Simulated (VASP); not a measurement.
# AlGaN2 (P-4m2) in VASP: further runs

The runs below take AlGaN2 through single point, with r2SCAN.

Program: VASP 6.6.1. These are calculated values, not measurements. Logs are shortened: lines on timing, memory, paths and dates and some standing lists are left out, and cuts for length are marked.

## Step 1: The cell of the first run

The structure is tetragonal, space group P-4m2 (No. 115). Conventional cell: a = 3.141 Å, b = 3.141 Å, c = 4.490 Å, α = 90.00°, β = 90.00°, γ = 90.00°. Within 2.5 Å of Al (site symmetry -4m2) lie 4 N at 1.90 Å. Within 2.6 Å of Ga (site symmetry -4m2) lie 4 N at 1.96 Å. Within 2.5 Å of N (site symmetry 2mm) lie 2 Al at 1.90 Å and 2 Ga at 1.96 Å.

## Step 2: Single point, r2SCAN (strain +0.000 along x and y, +0.015 along z)

POSCAR reads:

```
AlGaN2
1.0
    3.1408770487      0.0000000000      0.0000000000
    0.0000000000      3.1408770487      0.0000000000
    0.0000000000      0.0000000000      4.4901955091
Al Ga N
1 1 2
Direct
    0.5000000000      0.5000000000      0.5000000000
    0.0000000000      0.0000000000      0.0000000000
    0.5000000000      0.0000000000      0.7382648100
    0.0000000000      0.5000000000      0.2617351900
```

INCAR.step1 reads:

```
SYSTEM = AlGaN2
  PREC = Accurate
  ENCUT = 520
  ISMEAR = 0
  SIGMA = 0.05
  LREAL = .False.
  LASPH = .True.
  NELM = 100
  NBANDS = 21
  GGA = PE
  ALGO = Normal
  EDIFF = 1E-4
  LWAVE = .True.
  LCHARG = .False.
```

INCAR.step2 reads:

```
SYSTEM = AlGaN2
  PREC = Accurate
  ENCUT = 520
  EDIFF = 1E-7
  ISMEAR = 0
  SIGMA = 0.05
  LREAL = .False.
  LASPH = .True.
  NELM = 100
  ALGO = Normal
  ISIF = 2
  LWAVE = .False.
  LCHARG = .False.
  METAGGA = R2SCAN
  LMIXTAU = .True.
  NBANDS = 21
  ISTART = 1
```

KPOINTS reads:

```
regular mesh
0
Gamma
  8 8 6
  0 0 0
```

Potentials or basis: VASP PAW PBE potentials, release 64 (Al, Ga_d, N).

Launch:

```sh
$ cat potpaw_PBE.64/Al/POTCAR potpaw_PBE.64/Ga_d/POTCAR potpaw_PBE.64/N/POTCAR > POTCAR
$ cp INCAR.step1 INCAR
$ mpirun -np 1 vasp_std > vasp.out
$ cp INCAR.step2 INCAR
$ mpirun -np 1 vasp_std > vasp.out
```

OUTCAR:

```text
SYSTEM = AlGaN2
   PREC = Accurate
   ENCUT = 520
   EDIFF = 1E-7
   ISMEAR = 0
   LREAL = .False.
   LASPH = .True.
   NELM = 100
   ISIF = 2
   METAGGA = R2SCAN
   ISTART = 1

 ion  position               nearest neighbor table
   1  0.500  0.500  0.500-   3 1.90   4 1.90   3 1.90   4 1.90
   2  0.000  0.000  0.000-   3 1.96   4 1.96   4 1.96   3 1.96
   3  0.500  0.000  0.738-   1 1.90   1 1.90   2 1.96   2 1.96
   4  0.000  0.500  0.262-   1 1.90   1 1.90   2 1.96   2 1.96

  LATTYP: Found a simple tetragonal cell.
 ALAT       =     3.1408770487
 C/A-ratio  =     1.4295992614

  Lattice vectors:

 A1 = (   3.1408770487,   0.0000000000,   0.0000000000)
 A2 = (   0.0000000000,   3.1408770487,   0.0000000000)
 A3 = (   0.0000000000,   0.0000000000,   4.4901955091)

Analysis of symmetry for initial positions (statically):
=====================================================================
 Subroutine PRICEL returns:
 Original cell was already a primitive cell.

 Routine SETGRP: Setting up the symmetry group for a
 simple tetragonal supercell.

 Subroutine GETGRP returns: Found  8 space group operations
 (whereof  8 operations were pure point group operations)
 out of a pool of 16 trial point group operations.

The static configuration has the point symmetry D_2d.

Analysis of symmetry for dynamics (positions and initial velocities):
=====================================================================
 Subroutine PRICEL returns:
 Original cell was already a primitive cell.

 Routine SETGRP: Setting up the symmetry group for a
 simple tetragonal supercell.

 Subroutine GETGRP returns: Found  8 space group operations
 (whereof  8 operations were pure point group operations)
 out of a pool of 16 trial point group operations.

The dynamic configuration has the point symmetry D_2d.

 Subroutine INISYM returns: Found  8 space group operations
 (whereof  8 operations are pure point group operations),
 and found     1 'primitive' translations

----------------------------------------------------------------------------------------

                                     Primitive cell

  volume of cell :      44.2963

  direct lattice vectors                    reciprocal lattice vectors
     3.140877049  0.000000000  0.000000000     0.318382409  0.000000000  0.000000000
     0.000000000  3.140877049  0.000000000     0.000000000  0.318382409  0.000000000
     0.000000000  0.000000000  4.490195509     0.000000000  0.000000000  0.222707452

  length of vectors
     3.140877049  3.140877049  4.490195509     0.318382409  0.318382409  0.222707452

  position of ions in fractional coordinates (direct lattice)
     0.500000000  0.500000000  0.500000000
     0.000000000  0.000000000  0.000000000
     0.500000000  0.000000000  0.738264810
     0.000000000  0.500000000  0.261735190

  ion indices of the primitive-cell ions
   primitive index   ion index
                 1           1
                 2           2
                 3           3
                 4           4

----------------------------------------------------------------------------------------

 KPOINTS: regular mesh

Automatic generation of k-mesh.
 Grid dimensions read from file:
 generate k-points for:    8    8    6

 Generating k-lattice:

  Cartesian coordinates                     Fractional coordinates (reciprocal lattice)
     0.039797801  0.000000000  0.000000000     0.125000000  0.000000000  0.000000000
     0.000000000  0.039797801  0.000000000     0.000000000  0.125000000  0.000000000
     0.000000000  0.000000000  0.037117909     0.000000000  0.000000000  0.166666667

  Length of vectors
     0.039797801  0.039797801  0.037117909

  Shift w.r.t. Gamma in fractional coordinates (k-lattice)
     0.000000000  0.000000000  0.000000000

 Subroutine IBZKPT returns following result:
 ===========================================

 Found     60 irreducible k-points:

 Following reciprocal coordinates:
            Coordinates               Weight
  0.000000  0.000000  0.000000      1.000000
  0.125000  0.000000  0.000000      4.000000
  0.250000  0.000000  0.000000      4.000000
  0.375000  0.000000  0.000000      4.000000
  0.500000  0.000000  0.000000      2.000000
  0.125000  0.125000  0.000000      4.000000
[... 16 lines left out ...]
  0.375000  0.125000  0.166667     16.000000
  0.500000  0.125000  0.166667      8.000000
 [... further k-points ...]
   k-points           NKPTS =     60   k-points in BZ     NKDIM =     60   number of bands    NBANDS=     21
   number of dos      NEDOS =    301   number of ions     NIONS =      4
   total plane-waves  NPLWV =  20736
   dimension x,y,z NGX =    24 NGY =   24 NGZ =   36
   dimension x,y,z NGXF=    48 NGYF=   48 NGZF=   72
   ions per type =               1   1   2
   NGX,Y,Z   is equivalent  to a cutoff of  12.70, 12.70, 13.33 a.u.
   NGXF,Y,Z  is equivalent  to a cutoff of  25.41, 25.41, 26.66 a.u.
 SYSTEM =  AlGaN2
   PREC   = accura    normal or accurate (medium, high low for compatibility)
   ISTART =      1    job   : 0-new  1-cont  2-samecut
   ICHARG =      0    charge: 1-file 2-atom 10-const
   ISPIN  =      1    spin polarized calculation?
   LNONCOLLINEAR =      F non collinear calculations
   LSORBIT =      F    spin-orbit coupling
   LASPH  =      T    aspherical Exc in radial PAW
   ENCUT  =  520.0 eV  38.22 Ry    6.18 a.u.   5.84  5.84  8.35*2*pi/ulx,y,z
   NELM   =    100;   NELMIN=  2; NELMDL=  0     # of ELM steps
   EDIFF  = 0.1E-06   stopping-criterion for ELM
   LREAL  =      F    real-space projection
   EDIFFG = 0.1E-05   stopping-criterion for IOM
   NSW    =      0    number of steps for IOM
   IBRION =     -1    ionic relax: 0-MD 1-quasi-New 2-CG
   NFREE  =      0    steps in history (QN), initial steepest desc. (CG)
   ISIF   =      2    stress and relaxation
   ISYM   =      2    0-nonsym 1-usesym 2-fastsym
   POTIM  = 0.5000    time-step for ionic-motion
   TEBEG  =    0.0;   TEEND  =   0.0 temperature during run
   PSTRESS=    0.0 pullay stress
   NELECT =      26.0000    total number of electrons
   NUPDOWN=      -1.0000    fix difference up-down
   EMIN   =  10.00;   EMAX   =-10.00  energy-range for DOS
   EFERMI =   0.00;   METHOD = LEGACY
   ISMEAR =     0;   SIGMA  =   0.05  broadening in eV -4-tet -1-fermi 0-gaus
   EFERMI_NEDOS =   21; number of points for ismear=-14 and -15
   IALGO  =     38    algorithm
   IMIX   =      4    mixing-type and parameters
     AMIX     =   0.40;   BMIX     =  1.00
     AMIX_MAG =   1.60;   BMIX_MAG =  1.00
  volume/ion in A,a.u.               =      11.07        74.73
  Fermi-wavevector in a.u.,A,eV,Ry     =   1.370704  2.590254 25.563014  1.878829
  Thomas-Fermi vector in A             =   2.496466
   LORBIT       =      0    0 simple, 1 ext, 2 COOP (PROOUT), +10 PAW based schemes
   METAGGA = R2SCAN    functional components
   LHFCALC =     F    Hartree Fock is set to
   AEXX    =    0.0000 exact exchange contribution
   IVDW    =     0    specifies the selected vdW correction
   LEPSILON=     F    determine dielectric tensor
   LRPA    =     F    only Hartree local field effects (RPA)
 non-spin polarized calculation
 Gauss-broadening in eV      SIGMA  =   0.05
  energy-cutoff  :      520.00
  volume of cell :       44.30
 maximum number of plane-waves:      1224
 NGX is ok and might be reduce to    24
   NGX = 11   NGY = 11   NGZ = 17

 number of electron      25.9999978 magnetization

 Free energy of the ion-electron system (eV)
  ---------------------------------------------------
  ext. energy  EPLUGINS =         0.00000000
  ---------------------------------------------------
  free energy    TOTEN  =       -41.06684369 eV

  energy without entropy =      -41.06684369  energy(sigma->0) =      -41.06684369

 E-fermi :   5.4828     XC(G=0): -11.9896

 val. band max:        5.2502377511   @ k =   0.0000   0.0000   0.0000
 cond. band min:       8.4750939559   @ k =   0.0000   0.0000   0.0000
 fundamental gap:      3.2248562048
 Fermi energy:         5.4827770782

 k-point     1 :       0.0000    0.0000    0.0000
  band No.  band energies     occupation
      1     -10.9458      2.00000
      2      -9.4210      2.00000
      3      -8.1041      2.00000
      4      -8.1041      2.00000
      5      -8.0356      2.00000
      6      -7.8963      2.00000
[... 13 lines left out ...]
     20      18.6948      0.00000
     21      21.1752      0.00000

 k-point     2 :       0.1250    0.0000    0.0000
  band No.  band energies     occupation
      1     -10.8144      2.00000
      2      -9.4222      2.00000
      3      -8.1115      2.00000
      4      -8.1015      2.00000
      5      -8.0132      2.00000
      6      -7.9073      2.00000
[... 13 lines left out ...]
     20      18.5012      0.00000
     21      20.6901      0.00000

 k-point     3 :       0.2500    0.0000    0.0000
  band No.  band energies     occupation
      1     -10.4629      2.00000
      2      -9.4392      2.00000
      3      -8.0966      2.00000
      4      -8.0950      2.00000
      5      -7.9399      2.00000
      6      -7.9335      2.00000
[... 13 lines left out ...]
     20      17.9515      0.00000
     21      19.5929      0.00000

 k-point     4 :       0.3750    0.0000    0.0000
  band No.  band energies     occupation
      1     -10.0294      2.00000
      2      -9.5015      2.00000
      3      -8.0884      2.00000
      4      -8.0518      2.00000
      5      -7.9595      2.00000
      6      -7.7586      2.00000
[... 13 lines left out ...]
     20      17.8411      0.00000
     21      18.5967      0.00000

 k-point     5 :       0.5000    0.0000    0.0000
  band No.  band energies     occupation
      1      -9.7546      2.00000
      2      -9.6095      2.00000
      3      -8.0856      2.00000
      4      -8.0304      2.00000
      5      -7.9703      2.00000
      6      -7.5072      2.00000
[... 13 lines left out ...]
     20      17.9387      0.00000
     21      18.0823      0.00000

 k-point     6 :       0.1250    0.1250    0.0000
  band No.  band energies     occupation
      1     -10.6877      2.00000
      2      -9.4202      2.00000
      3      -8.1199      2.00000
      4      -8.0897      2.00000
      5      -7.9933      2.00000
      6      -7.9177      2.00000
[... 13 lines left out ...]
     20      18.2988      0.00000
     21      19.3478      0.00000

 k-point     7 :       0.2500    0.1250    0.0000
  band No.  band energies     occupation
      1     -10.3519      2.00000
      2      -9.4284      2.00000
      3      -8.1137      2.00000
      4      -8.0605      2.00000
      5      -7.9568      2.00000
      6      -7.9061      2.00000
[... 13 lines left out ...]
     20      18.0378      0.00000
     21      18.6154      0.00000
[... 291 lines left out ...]
      1      -9.7624      2.00000
      2      -9.5902      2.00000
      3      -8.0868      2.00000
      4      -8.0184      2.00000
      5      -7.9702      2.00000
      6      -7.5049      2.00000
[... 13 lines left out ...]
     20      17.3126      0.00000
     21      17.8020      0.00000

 k-point    21 :       0.1250    0.1250    0.1667
  band No.  band energies     occupation
      1     -10.5884      2.00000
      2      -9.4612      2.00000
      3      -8.1244      2.00000
      4      -8.0799      2.00000
      5      -7.9929      2.00000
      6      -7.9176      2.00000
[... 13 lines left out ...]
     20      17.9364      0.00000
     21      19.5746      0.00000

 k-point    22 :       0.2500    0.1250    0.1667
  band No.  band energies     occupation
      1     -10.2770      2.00000
      2      -9.4564      2.00000
      3      -8.1158      2.00000
      4      -8.0440      2.00000
      5      -7.9561      2.00000
      6      -7.9011      2.00000
[... 13 lines left out ...]
     20      18.0286      0.00000
     21      18.8142      0.00000

 k-point    23 :       0.3750    0.1250    0.1667
  band No.  band energies     occupation
      1      -9.9139      2.00000
      2      -9.4876      2.00000
      3      -8.0978      2.00000
      4      -8.0072      2.00000
      5      -7.9786      2.00000
      6      -7.6880      2.00000
[... 13 lines left out ...]
     20      18.0918      0.00000
     21      18.4906      0.00000

 k-point    24 :       0.5000    0.1250    0.1667
  band No.  band energies     occupation
      1      -9.7105      2.00000
      2      -9.5497      2.00000
      3      -8.0910      2.00000
      4      -7.9914      2.00000
      5      -7.9910      2.00000
      6      -7.4338      2.00000
[... 13 lines left out ...]
     20      18.1615      0.00000
     21      18.2678      0.00000

 [... further k-points ...]
[... 5 lines left out ...]
  --------------------------------------------------------------------------------------
  -------------------------------------------------------------------------------------
  Total       -0.6417914     -0.6417914     -1.2152799      0.0000000      0.0000000      0.0000000
  in kB      -23.2133247    -23.2133247    -43.9561644      0.0000000      0.0000000      0.0000000
  external PRESSURE =     -30.1276046 kB  Pullay stress =       0.0000000 kB

 VOLUME and BASIS-vectors are now :
 -----------------------------------------------------------------------------
  energy-cutoff  :      520.00
  volume of cell :       44.30
      direct lattice vectors                 reciprocal lattice vectors
     3.140877049  0.000000000  0.000000000     0.318382409  0.000000000  0.000000000
     0.000000000  3.140877049  0.000000000     0.000000000  0.318382409  0.000000000
     0.000000000  0.000000000  4.490195509     0.000000000  0.000000000  0.222707452

 POSITION                                       TOTAL-FORCE (eV/Angst)
 -----------------------------------------------------------------------------------
      1.57044      1.57044      2.24510        -0.000000      0.000000      0.000000
      0.00000      0.00000      0.00000        -0.000000     -0.000000      0.000000
      1.57044      0.00000      3.31495         0.000000     -0.000000      0.028829
      0.00000      1.57044      1.17524        -0.000000     -0.000000     -0.028829
 -----------------------------------------------------------------------------------
    total drift:                                0.000000      0.000000      0.000000

  FREE ENERGIE OF THE ION-ELECTRON SYSTEM (eV)
  ---------------------------------------------------
  free  energy   TOTEN  =       -41.0668436942 eV

  energy  without entropy=      -41.0668436942  energy(sigma->0) =      -41.06684369
```

Run time: 64 s. Hardware: 1 thread of Intel Xeon 6975P-C (Granite Rapids), shared host; peak memory 0.2 GiB.

Results:

```
Free energy            : -41.0668 eV
Pressure               : -3.0 GPa
Largest force          : 0.029 eV/Å
Band gap on the k mesh : 3.22 eV, direct
```

Forces on the atoms (eV/Å):
```
Al   0.000  0.000  0.000
Ga   0.000  0.000  0.000
N    0.000  0.000  0.029
N    0.000  0.000 -0.029
```

Caveat: the cell differs from its parent crystal (strain +0.000 along x and y, +0.015 along z); the PAW data sets were made with another functional, which shifts forces and pressure a little.

## Step 3: Single point, r2SCAN (strain +0.015 along x and y, -0.015 along z)

POSCAR reads:

```
AlGaN2
1.0
    3.1879902044      0.0000000000      0.0000000000
    0.0000000000      3.1879902044      0.0000000000
    0.0000000000      0.0000000000      4.3574803709
Al Ga N
1 1 2
Direct
    0.5000000000      0.5000000000      0.5000000000
    0.0000000000      0.0000000000      0.0000000000
    0.5000000000      0.0000000000      0.7382648100
    0.0000000000      0.5000000000      0.2617351900
```

INCAR.step1 reads:

```
SYSTEM = AlGaN2
PREC     = Accurate       ! precision mode
ENCUT    = 520            ! plane-wave cutoff, eV
ISMEAR   = 0              ! smearing method
SIGMA    = 0.05           ! smearing width, eV
LREAL    = .False.        ! projectors in reciprocal space
LASPH    = .True.         ! aspherical terms in the spheres
NELM     = 60             ! most SCF steps
NBANDS   = 21             ! bands
GGA      = PE             ! functional
ALGO     = Normal         ! electronic algorithm
EDIFF    = 1E-4           ! SCF threshold, eV
LWAVE    = .True.         ! write WAVECAR
LCHARG   = .False.        ! write CHGCAR
```

INCAR.step2 reads:

```
SYSTEM = AlGaN2
PREC     = Accurate       ! precision mode
ENCUT    = 520            ! plane-wave cutoff, eV
EDIFF    = 1E-7           ! SCF threshold, eV
ISMEAR   = 0              ! smearing method
SIGMA    = 0.05           ! smearing width, eV
LREAL    = .False.        ! projectors in reciprocal space
LASPH    = .True.         ! aspherical terms in the spheres
NELM     = 60             ! most SCF steps
ALGO     = Normal         ! electronic algorithm
ISIF     = 2              ! what is computed and relaxed
LWAVE    = .False.        ! write WAVECAR
LCHARG   = .False.        ! write CHGCAR
METAGGA  = R2SCAN         ! meta-GGA
LMIXTAU  = .True.       
NBANDS   = 21             ! bands
ISTART   = 1
```

KPOINTS is that of step 2.

Potentials or basis: VASP PAW PBE potentials, release 64 (Al, Ga_d, N).

Launch:

```sh
$ cat potpaw_PBE.64/Al/POTCAR potpaw_PBE.64/Ga_d/POTCAR potpaw_PBE.64/N/POTCAR > POTCAR
$ cp INCAR.step1 INCAR
$ mpirun -np 1 vasp_std > vasp.out
$ cp INCAR.step2 INCAR
$ mpirun -np 1 vasp_std > vasp.out
```

Run time: 58 s. Hardware: 1 thread of Intel Xeon 6975P-C (Granite Rapids), shared host; peak memory 0.19 GiB.

It converged, with:

```
Free energy            : -41.0575 eV
Pressure               : -3.1 GPa
Largest force          : 0.047 eV/Å
Band gap on the k mesh : 3.28 eV, direct
```

Forces on the atoms (eV/Å):
```
Al   0.000  0.000  0.000
Ga   0.000  0.000  0.000
N    0.000  0.000 -0.047
N    0.000  0.000  0.047
```

Stress tensor (GPa, compression positive):
```
-4.43  0.00  0.00
 0.00 -4.43  0.00
 0.00  0.00 -0.38
```

Levels at points of the mesh, in eV from the valence-band top:
```tsv
k point	band 11	band 12	band 13	band 14	band 15	band 16
(0.00, 0.00, 0.00)	-0.10	0.00	0.00	3.28	4.02	7.98
(0.50, 0.00, 0.00)	-2.69	-1.12	-0.75	7.60	7.74	8.49
(0.50, 0.50, 0.00)	-2.16	-2.16	-2.13	3.93	3.93	7.12
(0.00, 0.00, 0.50)	-1.66	-1.04	-1.04	5.84	6.03	8.51
(0.50, 0.00, 0.50)	-0.76	-0.61	-0.43	5.70	7.18	9.95
(0.50, 0.50, 0.50)	-3.26	-3.15	-3.15	6.98	6.98	9.50
```

Caveat: the cell differs from its parent crystal (strain +0.015 along x and y, -0.015 along z); the PAW data sets were made with another functional, which shifts forces and pressure a little.

[end of part 1 of 2]
